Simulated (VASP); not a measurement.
# Ba8Ti9O24 (a cell with a defect) in VASP: single point with PBEsol

Aim: the single point of Ba8Ti9O24 (a cell with a defect) with PBEsol.

All numbers are computed with VASP 6.6.1; they aren't measurements. Logs are shortened: lines on timing, memory, paths and dates and some standing lists are left out, and cuts for length are marked.

### 1 The cell of the first run

The cell holds a defect, 41 atoms: a = 8.009 Å, b = 8.009 Å, c = 8.009 Å, α = 89.86°, β = 89.86°, γ = 89.85°.

### 2 Single point, PBEsol

The input, INCAR:

```
PREC = Accurate
ENCUT = 520
EDIFF = 1E-6
ISMEAR = 0
SIGMA = 0.02
LREAL = Auto
LASPH = T
NELM = 80
ALGO = Normal
ISIF = 2
LWAVE = F
LCHARG = F
GGA = PS
NBANDS = 192
KPAR = 2
NCORE = 2
```

The input, KPOINTS:

```
Automatic mesh
0
Gamma
  2 2 2
```

The input, POSCAR:

```
Ba8Ti9O24
1.0
    5.6557650000      3.2653580000      4.6354540000
   -5.6557650000      3.2653580000      4.6354540000
    0.0000000000     -6.5307150000      4.6354540000
Ba Ti O
8 9 24
Direct
    0.0035187222     -0.0023096670     -0.0028304714
   -0.0060798779     -0.0022902933      0.5029195723
   -0.0045155823      0.5033294219     -0.0005400999
   -0.0231648511      0.5135934831      0.5118859201
    0.5028776852     -0.0029223260     -0.0036093702
    0.5029142507      0.0051831746      0.4999423482
    0.5033117658      0.5003731712      0.0056509339
    0.5774464476      0.5373038674      0.5303336402
    0.2310002484      0.2327954078      0.2339288817
    0.2500717688      0.2443858890      0.7545214067
    0.2533546026      0.7536828518      0.2460825205
    0.2586552649      0.7497552310      0.7494591756
    0.7552994417      0.2564341247      0.2553071593
    0.7518870510      0.2486534478      0.7597472745
    0.7546447212      0.7624560429      0.2459929911
    0.7614916083      0.7655094556      0.7651232890
    0.3108225040      0.4278632580      0.4378369692
    0.2580025918      0.2474519413     -0.0090572007
   -0.0107098076      0.2398621310      0.2368546740
    0.2560812194     -0.0099648415      0.2416707946
    0.2146012147      0.2271698062      0.4983539378
   -0.0009650224      0.2506932413      0.7641099079
    0.2524572928     -0.0111065222      0.7422898825
    0.2528543317      0.7345509723     -0.0106082093
   -0.0000386250      0.7621383749      0.2500129795
    0.2178049615      0.4969265304      0.2378839369
    0.2642650505      0.7145222659      0.4869400967
    0.0071765713      0.7495590783      0.7497485049
    0.2620736521      0.4836961912      0.7045733161
    0.7315095275      0.2529482718      0.0079049768
    0.4698790818      0.2894157846      0.2949936671
    0.7354821000      0.0092841410      0.2519684909
    0.7588889348      0.2545934062      0.5039983631
    0.5004620668      0.2468084938      0.7395710735
    0.7561695733      0.0052616059      0.7583966522
    0.7574843736      0.7602961948      0.0040490086
    0.5020576164      0.7454192129      0.2450738464
    0.7571886999      0.5055583722      0.2513475560
    0.7607098286      0.7677537917      0.5045018670
    0.5078952018      0.7566507637      0.7570023014
    0.7592380282      0.5059235783      0.7658528313
```

Potentials or basis: VASP PAW PBE potentials, release 64 (Ba_sv, Ti_sv, O).

Command:

```
> cat potpaw_PBE.64/Ba_sv/POTCAR potpaw_PBE.64/Ti_sv/POTCAR potpaw_PBE.64/O/POTCAR > POTCAR
> mpirun -np 4 vasp_std > vasp.out
```

OUTCAR:

```text
PREC = Accurate
   ENCUT = 520
   EDIFF = 1E-6
   ISMEAR = 0
   LREAL = Auto
   LASPH = T
   NELM = 80
   ISIF = 2
   GGA = PS

 ion  position               nearest neighbor table
   1  0.004  0.998  0.997-  19 2.73  36 2.74  22 2.75  35 2.76  25 2.76  28 2.81  20 2.82  23 2.85
                            18 2.86  24 2.90  32 2.96  30 2.98   9 3.24  16 3.27  15 3.39  10 3.40
   2  0.994  0.998  0.503-  21 2.55  39 2.63  25 2.77  33 2.78  35 2.79  28 2.80  23 2.83  19 2.88
                            32 2.89  22 2.92  20 2.96  27 3.13  16 3.36  15 3.39   9 3.43  13 3.44
   3  0.995  0.503  0.999-  26 2.61  41 2.66  22 2.77  38 2.77  24 2.78  36 2.80  28 2.81  19 2.84
                            25 2.89  30 2.92  18 2.93  29 3.18  16 3.38  14 3.42   9 3.43  13 3.43
   4  0.977  0.514  0.512-  39 2.67  41 2.68  28 2.70  33 2.72  38 2.73  29 2.77  27 2.82  17 2.82
                            25 2.89  22 2.92  26 2.92  21 2.98  19 3.11   8 3.21  16 3.34  15 3.41
   5  0.503  0.997  0.996-  40 2.72  30 2.75  32 2.77  35 2.78  36 2.78  20 2.78  18 2.80  37 2.83
                            23 2.86  34 2.87  24 2.91  16 3.34  15 3.40  14 3.41  12 3.42  10 3.43
   6  0.503  0.005  0.500-  32 2.72  34 2.73  23 2.79  39 2.80  31 2.82  40 2.86  33 2.87  20 2.87
                            35 2.90  21 2.91  37 2.92  27 3.02  10 3.45  13 3.46  15 3.46  12 3.46
   7  0.503  0.500  0.006-  30 2.69  24 2.75  37 2.75  41 2.81  18 2.83  38 2.83  40 2.86  31 2.88
                            36 2.92  26 2.94  34 2.95  29 3.10  11 3.44  13 3.44  14 3.45  12 3.47
   8  0.577  0.537  0.530-  39 2.37  41 2.40  17 2.43  40 2.59  38 2.67  33 2.70  31 2.88  37 2.89
                            27 2.90  29 2.91  34 2.93  16 3.02   4 3.21  15 3.23  14 3.26  13 3.45
   9  0.231  0.233  0.234-  19 1.94  20 1.95  18 1.96  31 2.03  26 2.12  21 2.12  17 2.35   1 3.24
                             3 3.43   2 3.43   5 3.45   6 3.55   7 3.56   4 3.76
  10  0.250  0.244  0.755-  18 1.89  29 1.96  34 2.01  22 2.01  23 2.05  21 2.08   1 3.40   5 3.43
                             6 3.45   2 3.50   3 3.50   7 3.52   4 3.63
  11  0.253  0.754  0.246-  20 1.89  27 1.96  37 1.99  25 2.03  24 2.06  26 2.08   5 3.43   1 3.43
                             7 3.44   6 3.50   3 3.50   2 3.51   4 3.62
  12  0.259  0.750  0.749-  23 1.92  24 1.93  40 2.00  28 2.01  27 2.12  29 2.16   5 3.42   6 3.46
                             7 3.47   1 3.47   2 3.51   3 3.51   4 3.51   8 3.53
  13  0.755  0.256  0.255-  19 1.88  32 1.99  30 1.99  33 1.99  38 2.00  31 2.32   4 3.42   3 3.43
                             2 3.44   7 3.44   8 3.45   6 3.46   1 3.54   5 3.57
  14  0.752  0.249  0.760-  35 1.95  22 1.98  30 1.99  34 2.02  33 2.05  41 2.06   8 3.26   5 3.41
                             4 3.42   1 3.42   3 3.42   7 3.45   2 3.47   6 3.49
  15  0.755  0.762  0.246-  36 1.94  25 1.96  32 1.98  37 2.03  38 2.06  39 2.07   8 3.23   1 3.39
                             2 3.39   5 3.40   4 3.41   3 3.45   6 3.46   7 3.50
  16  0.761  0.766  0.765-  36 1.91  35 1.92  28 1.97  40 2.03  41 2.08  39 2.09   8 3.02   1 3.27
                             5 3.34   4 3.34   2 3.36   3 3.38   6 3.53   7 3.53
  17  0.311  0.428  0.438-  21 1.85  26 1.85  31 2.04  29 2.22   9 2.35  27 2.36   8 2.43   4 2.82
                             6 3.75   7 3.83
  18  0.258  0.247  0.991-  10 1.89   9 1.96   5 2.80   7 2.83   1 2.86   3 2.93
  19  0.989  0.240  0.237-  13 1.88   9 1.94   1 2.73   3 2.84   2 2.88   4 3.11
  20  0.256  0.990  0.242-  11 1.89   9 1.95   5 2.78   1 2.82   6 2.87   2 2.96
  21  0.215  0.227  0.498-  17 1.85  10 2.08   9 2.12   2 2.55   6 2.91   4 2.98
  22  0.999  0.251  0.764-  14 1.98  10 2.01   1 2.75   3 2.77   2 2.92   4 2.92
  23  0.252  0.989  0.742-  12 1.92  10 2.05   6 2.79   2 2.83   1 2.85   5 2.86
  24  0.253  0.735  0.989-  12 1.93  11 2.06   7 2.75   3 2.78   1 2.90   5 2.91
  25  1.000  0.762  0.250-  15 1.96  11 2.03   1 2.76   2 2.77   3 2.89   4 2.89
  26  0.218  0.497  0.238-  17 1.85  11 2.08   9 2.12   3 2.61   4 2.92   7 2.94
  27  0.264  0.715  0.487-  11 1.96  12 2.12  17 2.36   4 2.82   8 2.90   6 3.02   2 3.13
  28  0.007  0.750  0.750-  16 1.97  12 2.01   4 2.70   2 2.80   3 2.81   1 2.81
  29  0.262  0.484  0.705-  10 1.96  12 2.16  17 2.22   4 2.77   8 2.91   7 3.10   3 3.18
  30  0.732  0.253  0.008-  13 1.99  14 1.99   7 2.69   5 2.75   3 2.92   1 2.98
  31  0.470  0.289  0.295-   9 2.03  17 2.04  13 2.32   6 2.82   8 2.88   7 2.88
  32  0.735  0.009  0.252-  15 1.98  13 1.99   6 2.72   5 2.77   2 2.89   1 2.96
  33  0.759  0.255  0.504-  13 1.99  14 2.05   8 2.70   4 2.72   2 2.78   6 2.87
  34  0.500  0.247  0.740-  10 2.01  14 2.02   6 2.73   5 2.87   8 2.93   7 2.95
  35  0.756  0.005  0.758-  16 1.92  14 1.95   1 2.76   5 2.78   2 2.79   6 2.90
  36  0.757  0.760  0.004-  16 1.91  15 1.94   1 2.74   5 2.78   3 2.80   7 2.92
  37  0.502  0.745  0.245-  11 1.99  15 2.03   7 2.75   5 2.83   8 2.89   6 2.92
  38  0.757  0.506  0.251-  13 2.00  15 2.06   8 2.67   4 2.73   3 2.77   7 2.83
  39  0.761  0.768  0.505-  15 2.07  16 2.09   8 2.37   2 2.63   4 2.67   6 2.80
  40  0.508  0.757  0.757-  12 2.00  16 2.03   8 2.59   5 2.72   7 2.86   6 2.86
  41  0.759  0.506  0.766-  14 2.06  16 2.08   8 2.40   3 2.66   4 2.68   7 2.81

  LATTYP: Found a trigonal (rhomboedric) cell.
 ALAT       =     8.0085998900
 COS(alpha) =     0.0025306705

  Lattice vectors:

 A1 = (   5.6557650000,   3.2653580000,   4.6354540000)
 A2 = (  -5.6557650000,   3.2653580000,   4.6354540000)
 A3 = (   0.0000000000,  -6.5307150000,   4.6354540000)

Analysis of symmetry for initial positions (statically):
=====================================================================
 Subroutine PRICEL returns:
 Original cell was already a primitive cell.
[... 156 lines left out ...]
            Coordinates               Weight
  0.000000  0.000000  0.000000      1.000000
  0.500000  0.000000 -0.000000      1.000000
  0.000000  0.500000 -0.000000      1.000000
 -0.000000 -0.000000  0.500000      1.000000
  0.500000  0.500000 -0.000000      1.000000
  0.500000  0.000000  0.500000      1.000000
  0.000000  0.500000  0.500000      1.000000
  0.500000  0.500000  0.500000      1.000000
   k-points           NKPTS =      8   k-points in BZ     NKDIM =      8   number of bands    NBANDS=    192
   number of dos      NEDOS =    301   number of ions     NIONS =     41
   total plane-waves  NPLWV = 216000
   dimension x,y,z NGX =    60 NGY =   60 NGZ =   60
   dimension x,y,z NGXF=   120 NGYF=  120 NGZF=  120
   ions per type =               8   9  24
   NGX,Y,Z   is equivalent  to a cutoff of  12.46, 12.46, 12.46 a.u.
   NGXF,Y,Z  is equivalent  to a cutoff of  24.91, 24.91, 24.91 a.u.
 SYSTEM =  unknown system
   PREC   = accura    normal or accurate (medium, high low for compatibility)
   ISTART =      0    job   : 0-new  1-cont  2-samecut
   ICHARG =      2    charge: 1-file 2-atom 10-const
   ISPIN  =      1    spin polarized calculation?
   LNONCOLLINEAR =      F non collinear calculations
   LSORBIT =      F    spin-orbit coupling
   LASPH  =      T    aspherical Exc in radial PAW
   ENCUT  =  520.0 eV  38.22 Ry    6.18 a.u.  14.89 14.89 14.89*2*pi/ulx,y,z
   NELM   =     80;   NELMIN=  2; NELMDL= -5     # of ELM steps
   EDIFF  = 0.1E-05   stopping-criterion for ELM
   LREAL  =      T    real-space projection
   EDIFFG = 0.1E-04   stopping-criterion for IOM
   NSW    =      0    number of steps for IOM
[... 5 lines left out ...]
   TEBEG  =    0.0;   TEEND  =   0.0 temperature during run
   PSTRESS=    0.0 pullay stress
   NELECT =     332.0000    total number of electrons
   NUPDOWN=      -1.0000    fix difference up-down
   EMIN   =  10.00;   EMAX   =-10.00  energy-range for DOS
   EFERMI =   0.00;   METHOD = LEGACY
   ISMEAR =     0;   SIGMA  =   0.02  broadening in eV -4-tet -1-fermi 0-gaus
   EFERMI_NEDOS =   21; number of points for ismear=-14 and -15
   IALGO  =     38    algorithm
   IMIX   =      4    mixing-type and parameters
     AMIX     =   0.40;   BMIX     =  1.00
     AMIX_MAG =   1.60;   BMIX_MAG =  1.00
  volume/ion in A,a.u.               =      12.53        84.54
  Fermi-wavevector in a.u.,A,eV,Ry     =   1.415464  2.674840 27.259813  2.003540
  Thomas-Fermi vector in A             =   2.536900
   LORBIT       =      0    0 simple, 1 ext, 2 COOP (PROOUT), +10 PAW based schemes
   GGA     = PS    functional components
   LHFCALC =     F    Hartree Fock is set to
   AEXX    =    0.0000 exact exchange contribution
   IVDW    =     0    specifies the selected vdW correction
   LEPSILON=     F    determine dielectric tensor
   LRPA    =     F    only Hartree local field effects (RPA)
 non-spin polarized calculation
 Gauss-broadening in eV      SIGMA  =   0.02
  energy-cutoff  :      520.00
  volume of cell :      513.65
 maximum number of plane-waves:     13853
 NGX is ok and might be reduce to    60
   NGX = 29   NGY = 29   NGZ = 29

 number of electron     331.9999999 magnetization

 Free energy of the ion-electron system (eV)
  ---------------------------------------------------
  ext. energy  EPLUGINS =         0.00000000
  ---------------------------------------------------
  free energy    TOTEN  =      -340.10153087 eV

  energy without entropy =     -340.09716536  energy(sigma->0) =     -340.09934811

 E-fermi :   6.4840     XC(G=0): -11.6571

 val. band max:        6.4826547930   @ k =   0.0000   0.0000   0.0000
 cond. band min:       6.4912319119   @ k =   0.0000   0.5000  -0.0000
 fundamental gap:      0.0085771188
 Fermi energy:         6.4839673800

 k-point     1 :       0.0000    0.0000    0.0000
  band No.  band energies     occupation
      1     -51.7292      2.00000
      2     -51.7128      2.00000
      3     -51.6689      2.00000
      4     -51.6529      2.00000
      5     -51.5983      2.00000
      6     -51.5939      2.00000
[... 1437 lines left out ...]
    177       7.6052      0.00000
    178       7.6115      0.00000
 [bands above 178 left out]

------------------------ aborting loop because EDIFF is reached ----------------------------------------

  FORCE on cell =-STRESS in cart. coord.  units (eV):
  Direction    XX          YY          ZZ          XY          YZ          ZX
  --------------------------------------------------------------------------------------
  -------------------------------------------------------------------------------------
  Total       10.2334899     11.5844645     22.8985154     -0.3565773      5.6686701      7.5566766
  in kB       31.9204281     36.1344048     71.4253322     -1.1122402     17.6817859     23.5708791
  external PRESSURE =      46.4933884 kB  Pullay stress =       0.0000000 kB

 VOLUME and BASIS-vectors are now :
 -----------------------------------------------------------------------------
  energy-cutoff  :      520.00
  volume of cell :      513.65
      direct lattice vectors                 reciprocal lattice vectors
     5.655765000  3.265358000  4.635454000     0.088405370  0.051040861  0.071909530
    -5.655765000  3.265358000  4.635454000    -0.088405370  0.051040861  0.071909530
     0.000000000 -6.530715000  4.635454000     0.000000000 -0.102081722  0.071909541

 POSITION                                       TOTAL-FORCE (eV/Angst)
 -----------------------------------------------------------------------------------
     -5.62280     -3.24292      9.26339        -0.009358      0.001740      0.014104
     -0.02143      3.21896     11.56337         0.021761      0.008629      0.003733
      2.78351     -1.63302     11.58063         0.022914      0.021024     -0.023600
      2.61999      1.52380      9.28164         0.151819      0.084436      0.021686
     -2.79508     -1.60925     11.57170        -0.069821     -0.025889      0.023920
      2.81505     -1.60586      4.67272        -0.012654     -0.016630     -0.032675
[... 33 lines left out ...]
     -1.40690     -0.81457      9.37079        -0.053579     -0.039288      0.052003
      1.43269     -0.87036      9.41467         0.089055     -0.118708      0.149800
 -----------------------------------------------------------------------------------
    total drift:                               -0.017467     -0.006409      0.009623

  FREE ENERGIE OF THE ION-ELECTRON SYSTEM (eV)
  ---------------------------------------------------
  free  energy   TOTEN  =      -340.1015308660 eV

  energy  without entropy=     -340.0971653575  energy(sigma->0) =     -340.09934811
```

It took 7.9 min on 4 MPI ranks of Intel Xeon Platinum 8259CL at 2.50GHz (Skylake/Cascade Lake), shared host; peak memory 0.51 GiB.

Results:

| Item | Value |
| --- | --- |
| Free energy | -340.1015 eV |
| Pressure | 4.6 GPa |
| Largest force | 0.319 eV/Å |
| Band gap on the k mesh | zero (bands 166 and 167 overlap by 0.79 eV) |

Forces in eV/Å, atoms in the order of the input:
```
Ba  -0.009  0.002  0.014
Ba   0.022  0.009  0.004
Ba   0.023  0.021 -0.024
Ba   0.152  0.084  0.022
Ba  -0.070 -0.026  0.024
Ba  -0.013 -0.017 -0.033
Ba  -0.013  0.023 -0.044
Ba  -0.070 -0.082 -0.225
Ti  -0.007  0.009 -0.025
Ti  -0.018  0.030 -0.018
Ti  -0.021 -0.017 -0.040
Ti   0.007  0.004 -0.031
Ti  -0.037 -0.012 -0.051
Ti  -0.015 -0.010  0.007
Ti   0.008 -0.042 -0.010
Ti   0.003 -0.001 -0.008
Ti  -0.014  0.132 -0.289
O   -0.004 -0.033 -0.010
O    0.006 -0.036  0.045
O   -0.010 -0.045  0.052
O   -0.016  0.108  0.167
O    0.021  0.057 -0.014
O   -0.032  0.014  0.001
O   -0.071 -0.002  0.046
O    0.025 -0.020 -0.003
O   -0.004  0.040  0.023
O    0.006 -0.027  0.007
O   -0.015  0.000  0.034
O   -0.041 -0.105  0.140
O    0.085  0.020  0.030
O    0.056  0.090 -0.036
O    0.035  0.013 -0.006
O    0.031 -0.047 -0.045
O   -0.018 -0.015  0.048
O   -0.008  0.017 -0.015
O    0.007 -0.030 -0.020
O    0.037 -0.083 -0.027
O    0.005  0.029 -0.026
O   -0.057  0.105  0.139
O   -0.054 -0.039  0.052
O    0.089 -0.119  0.150
```

Stress tensor (GPa, compression positive):
```
 3.19 -0.11  2.36
-0.11  3.61  1.77
 2.36  1.77  7.14
```

Levels at points of the mesh, in eV from the Fermi level:
| k point | band 162 | band 163 | band 164 | band 165 | band 166 | band 167 | band 168 | band 169 |
| --- | --- | --- | --- | --- | --- | --- | --- | --- |
| (0.00, 0.00, 0.00) | -2.61 | -2.52 | -2.46 | -0.46 | -0.31 | -0.22 | -0.18 | -0.02 |
| (0.50, 0.00, 0.00) | -2.83 | -2.78 | -2.64 | -0.48 | -0.28 | 0.15 | 0.55 | 0.67 |
| (0.00, 0.50, 0.00) | -2.80 | -2.65 | -2.51 | -0.34 | -0.19 | 0.01 | 0.44 | 0.51 |
| (0.00, 0.00, 0.50) | -2.80 | -2.64 | -2.50 | -0.31 | -0.17 | 0.01 | 0.45 | 0.52 |
| (0.50, 0.50, 0.00) | -2.89 | -2.81 | -2.78 | -0.37 | 0.32 | 0.51 | 0.58 | 0.60 |
| (0.50, 0.00, 0.50) | -2.90 | -2.81 | -2.78 | -0.34 | 0.33 | 0.50 | 0.58 | 0.60 |
| (0.00, 0.50, 0.50) | -2.85 | -2.82 | -2.75 | -0.10 | 0.44 | 0.47 | 0.52 | 0.58 |
| (0.50, 0.50, 0.50) | -2.90 | -2.88 | -2.87 | -0.25 | 0.57 | 0.63 | 0.71 | 0.84 |

Caveat: the k points lie up to 0.39 Å⁻¹ apart, too coarse for converged energies and pressures of a metal; the PAW data sets were made with another functional, which shifts forces and pressure a little; spin-orbit coupling is left out, which moves the levels of the heavy elements; semilocal functionals often make such compounds metallic where correlation or magnetic order opens a gap, which also shifts bond lengths.
